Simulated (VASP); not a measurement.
# SnTe (Fm-3m) in VASP: single point with PBEsol

Aim: the single point of SnTe with PBEsol.

All numbers are computed with VASP 6.6.1; they aren't measurements. Logs are shortened: lines on timing, memory, paths and dates and some standing lists are left out, and cuts for length are marked.

### Step 1. The cell of the first run

Symmetry: Fm-3m, No. 225, cubic system. Conventional cell: a = 6.302 Å, b = 6.302 Å, c = 6.302 Å, α = 90.00°, β = 90.00°, γ = 90.00°. Within 4.1 Å of Sn (site symmetry m-3m) lie 6 Te at 3.15 Å. Te (site symmetry m-3m) has 6 Sn at 3.15 Å within 4.1 Å.

### Step 2. Single point, PBEsol

The input, INCAR:

```
SYSTEM = SnTe
PREC = Accurate ; ENCUT = 500
EDIFF = 1E-6 ; ISMEAR = 0
SIGMA = 0.01 ; LREAL = .FALSE.
LASPH = .TRUE. ; NELM = 120
ALGO = Normal ; ISIF = 2
LWAVE = .FALSE. ; LCHARG = .FALSE.
GGA = PS ; NBANDS = 17
GGA_COMPAT = .FALSE.
```

The input, KPOINTS:

```
regular mesh
0
G
  4 4 4
  0 0 0
```

The input, POSCAR:

```
SnTe
1.0
    0.0000000000      3.1508500000      3.1508500000
    3.1508500000      0.0000000000      3.1508500000
    3.1508500000      3.1508500000      0.0000000000
Sn Te
1 1
Direct
    0.0000000000      0.0000000000      0.0000000000
    0.5000000000      0.5000000000      0.5000000000
```

Potentials or basis: VASP PAW PBE potentials, release 64 (Sn_d, Te).

Command:

```console
> cat potpaw_PBE.64/Sn_d/POTCAR potpaw_PBE.64/Te/POTCAR > POTCAR
> mpirun -np 1 vasp_std > vasp.out
```

OUTCAR:

```text
SYSTEM = SnTe
   PREC = Accurate
   ENCUT = 500
   EDIFF = 1E-6
   ISMEAR = 0
   LREAL = .FALSE.
   LASPH = .TRUE.
   NELM = 120
   ISIF = 2
   GGA = PS

 ion  position               nearest neighbor table
   1  0.000  0.000  0.000-   2 3.15   2 3.15   2 3.15   2 3.15   2 3.15   2 3.15
   2  0.500  0.500  0.500-   1 3.15   1 3.15   1 3.15   1 3.15   1 3.15   1 3.15

  LATTYP: Found a face centered cubic cell.
 ALAT       =     6.3017000000

  Lattice vectors:

 A1 = (   0.0000000000,   3.1508500000,   3.1508500000)
 A2 = (   3.1508500000,   0.0000000000,   3.1508500000)
 A3 = (   3.1508500000,   3.1508500000,   0.0000000000)

Analysis of symmetry for initial positions (statically):
=====================================================================
 Subroutine PRICEL returns:
 Original cell was already a primitive cell.

 Routine SETGRP: Setting up the symmetry group for a
 face centered cubic supercell.

 Subroutine GETGRP returns: Found 48 space group operations
 (whereof 48 operations were pure point group operations)
 out of a pool of 48 trial point group operations.

The static configuration has the point symmetry O_h .

Analysis of symmetry for dynamics (positions and initial velocities):
=====================================================================
 Subroutine PRICEL returns:
 Original cell was already a primitive cell.

 Routine SETGRP: Setting up the symmetry group for a
 face centered cubic supercell.

 Subroutine GETGRP returns: Found 48 space group operations
 (whereof 48 operations were pure point group operations)
 out of a pool of 48 trial point group operations.

The dynamic configuration has the point symmetry O_h .

 Subroutine INISYM returns: Found 48 space group operations
 (whereof 48 operations are pure point group operations),
 and found     1 'primitive' translations

----------------------------------------------------------------------------------------

                                     Primitive cell

  volume of cell :      62.5624

  direct lattice vectors                    reciprocal lattice vectors
     0.000000000  3.150850000  3.150850000    -0.158687338  0.158687338  0.158687338
     3.150850000  0.000000000  3.150850000     0.158687338 -0.158687338  0.158687338
     3.150850000  3.150850000  0.000000000     0.158687338  0.158687338 -0.158687338

  length of vectors
     4.455974803  4.455974803  4.455974803     0.274854533  0.274854533  0.274854533

  position of ions in fractional coordinates (direct lattice)
     0.000000000  0.000000000  0.000000000
     0.500000000  0.500000000  0.500000000

  ion indices of the primitive-cell ions
[... 58 lines left out ...]
   EDIFF  = 0.1E-05   stopping-criterion for ELM
   LREAL  =      F    real-space projection
   EDIFFG = 0.1E-04   stopping-criterion for IOM
   NSW    =      0    number of steps for IOM
   IBRION =     -1    ionic relax: 0-MD 1-quasi-New 2-CG
   NFREE  =      0    steps in history (QN), initial steepest desc. (CG)
   ISIF   =      2    stress and relaxation
   ISYM   =      2    0-nonsym 1-usesym 2-fastsym
   POTIM  = 0.5000    time-step for ionic-motion
   TEBEG  =    0.0;   TEEND  =   0.0 temperature during run
   PSTRESS=    0.0 pullay stress
   NELECT =      20.0000    total number of electrons
   NUPDOWN=      -1.0000    fix difference up-down
   EMIN   =  10.00;   EMAX   =-10.00  energy-range for DOS
   EFERMI =   0.00;   METHOD = LEGACY
   ISMEAR =     0;   SIGMA  =   0.01  broadening in eV -4-tet -1-fermi 0-gaus
   EFERMI_NEDOS =   21; number of points for ismear=-14 and -15
   IALGO  =     38    algorithm
   IMIX   =      4    mixing-type and parameters
     AMIX     =   0.40;   BMIX     =  1.00
     AMIX_MAG =   1.60;   BMIX_MAG =  1.00
  volume/ion in A,a.u.               =      31.28       211.10
  Fermi-wavevector in a.u.,A,eV,Ry     =   1.119387  2.115336 17.048485  1.253028
  Thomas-Fermi vector in A             =   2.256026
   LORBIT       =      0    0 simple, 1 ext, 2 COOP (PROOUT), +10 PAW based schemes
   GGA     = PS    functional components
   LHFCALC =     F    Hartree Fock is set to
   AEXX    =    0.0000 exact exchange contribution
   IVDW    =     0    specifies the selected vdW correction
   LEPSILON=     F    determine dielectric tensor
   LRPA    =     F    only Hartree local field effects (RPA)
 non-spin polarized calculation
 Gauss-broadening in eV      SIGMA  =   0.01
  energy-cutoff  :      500.00
  volume of cell :       62.56
 maximum number of plane-waves:      1639
   NGX = 17   NGY = 17   NGZ = 17

 number of electron      20.0000011 magnetization

 Free energy of the ion-electron system (eV)
  ---------------------------------------------------
  ext. energy  EPLUGINS =         0.00000000
  ---------------------------------------------------
  free energy    TOTEN  =        -8.34581370 eV

  energy without entropy =       -8.34581370  energy(sigma->0) =       -8.34581370

 E-fermi :   6.8086     XC(G=0):  -9.6711

 val. band max:        6.7314870276   @ k =   0.5000   0.0000   0.0000
 cond. band min:       6.8678927003   @ k =   0.5000   0.0000   0.0000
 fundamental gap:      0.1364056727
 Fermi energy:         6.8085832699

 k-point     1 :       0.0000    0.0000    0.0000
  band No.  band energies     occupation
      1     -15.0373      2.00000
      2     -15.0373      2.00000
      3     -15.0285      2.00000
      4     -15.0285      2.00000
      5     -15.0285      2.00000
      6      -6.0476      2.00000
[... 137 lines left out ...]
      4     -15.0251      2.00000
      5     -15.0175      2.00000
      6      -4.3756      2.00000
[... 9 lines left out ...]
     16      17.1490      0.00000
     17      17.7000      0.00000

------------------------ aborting loop because EDIFF is reached ----------------------------------------

  FORCE on cell =-STRESS in cart. coord.  units (eV):
  Direction    XX          YY          ZZ          XY          YZ          ZX
  --------------------------------------------------------------------------------------
  -------------------------------------------------------------------------------------
  Total       -0.4132289     -0.4132289     -0.4132289     -0.0000000      0.0000000      0.0000000
  in kB      -10.5824951    -10.5824951    -10.5824951     -0.0000000      0.0000000      0.0000000
  external PRESSURE =     -10.5824951 kB  Pullay stress =       0.0000000 kB

 VOLUME and BASIS-vectors are now :
 -----------------------------------------------------------------------------
  energy-cutoff  :      500.00
  volume of cell :       62.56
      direct lattice vectors                 reciprocal lattice vectors
     0.000000000  3.150850000  3.150850000    -0.158687338  0.158687338  0.158687338
     3.150850000  0.000000000  3.150850000     0.158687338 -0.158687338  0.158687338
     3.150850000  3.150850000  0.000000000     0.158687338  0.158687338 -0.158687338

 POSITION                                       TOTAL-FORCE (eV/Angst)
 -----------------------------------------------------------------------------------
      0.00000      0.00000      0.00000         0.000000      0.000000     -0.000000
      3.15085      3.15085      3.15085        -0.000000     -0.000000      0.000000
 -----------------------------------------------------------------------------------
    total drift:                                0.000000     -0.000000     -0.000000

  FREE ENERGIE OF THE ION-ELECTRON SYSTEM (eV)
  ---------------------------------------------------
  free  energy   TOTEN  =        -8.3458136989 eV

  energy  without entropy=       -8.3458136989  energy(sigma->0) =       -8.34581370
```

OSZICAR:

```text
N       E                     dE             d eps       ncg     rms          rms(c)
DAV:   1     0.125606859754E+03    0.12561E+03   -0.90746E+03   272   0.126E+03
DAV:   2     0.266714820483E+01   -0.12294E+03   -0.12046E+03   304   0.321E+02
DAV:   3    -0.805142579889E+01   -0.10719E+02   -0.10668E+02   334   0.856E+01
DAV:   4    -0.838678953205E+01   -0.33536E+00   -0.33517E+00   323   0.167E+01
DAV:   5    -0.839979654276E+01   -0.13007E-01   -0.13007E-01   384   0.303E+00    0.635E+00
DAV:   6    -0.834911275676E+01    0.50684E-01   -0.10999E-01   372   0.276E+00    0.403E+00
DAV:   7    -0.834707024979E+01    0.20425E-02   -0.50726E-02   351   0.151E+00    0.550E-01
DAV:   8    -0.834576094431E+01    0.13093E-02   -0.93445E-03   373   0.843E-01    0.179E-01
DAV:   9    -0.834584352624E+01   -0.82582E-04   -0.62599E-04   374   0.217E-01    0.856E-02
DAV:  10    -0.834581441810E+01    0.29108E-04   -0.10469E-04   376   0.986E-02    0.383E-02
DAV:  11    -0.834581345380E+01    0.96430E-06   -0.17793E-05   357   0.355E-02    0.394E-02
DAV:  12    -0.834581369891E+01   -0.24511E-06   -0.19071E-06   322   0.159E-02
   1 F= -.83458137E+01 E0= -.83458137E+01  d E =-.186434E-18
```

stdout:

```text
POSCAR found type information on POSCAR SnTe
 POSCAR found :  2 types and       2 ions
 scaLAPACK will be used
 -----------------------------------------------------------------------------
|                                                                             |
|                                                                             |
|     You enforced a specific xc type in the INCAR file but a different       |
|     I HOPE YOU KNOW WHAT YOU ARE DOING!                                     |
|                                                                             |
 -----------------------------------------------------------------------------

 LDA part: xc-table for (Slater+PW92), standard interpolation
 POSCAR, INCAR and KPOINTS ok, starting setup
 FFT: planning ... GRIDC
 FFT: planning ... GRID_SOFT
 FFT: planning ... GRID
 WAVECAR not read
 entering main loop
```

Run time: 15 s. Hardware: 1 thread of Intel Xeon 8259CL, shared host; peak memory 0.17 GiB.

What came out:

| Property | Result |
| --- | --- |
| Free energy | -8.3458 eV |
| Pressure | -1.1 GPa |
| Band gap on the k mesh | 0.14 eV |

Caveat: the k points lie up to 0.43 Å⁻¹ apart; semilocal functionals underestimate gaps, and a narrow one can read as zero; the PAW data sets were made with another functional, which shifts forces and pressure a little; spin-orbit coupling is left out, which moves the levels of the heavy elements.
